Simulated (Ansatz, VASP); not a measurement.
**GaN: VASP beside Ansatz**

```xyz
2
Lattice="0.0000 2.1352 2.1352 2.1352 0.0000 2.1352 2.1352 2.1352 0.0000" Properties=species:S:1:pos:R:3 pbc="T T T"
Ga    0.0000    0.0000    0.0000
N     2.1352    2.1352    2.1352
```

Alike in both runs: task single point; functional LDA; k mesh 8 × 8 × 8; no spin polarisation.

```csv
,VASP,Ansatz
version,VASP 6.6.1,Ansatz 0.2.0
potentials or method,"VASP PAW LDA potentials, release 64 (Ga_d, N), cutoff 520 eV","plane waves, PAW"
occupations,"gaussian, width 0.01 eV",fixed
valence electrons in the cell,18,18
```

```csv
,VASP,Ansatz,Ansatz less VASP
gap on the k mesh at the Fermi level (eV),0.24,0.22,-0.019
pressure (GPa),-12.6,-13.8,-1.18
```

LDA's correlation is that of Perdew and Zunger in VASP and of Perdew and Wang (1992) in Ansatz.
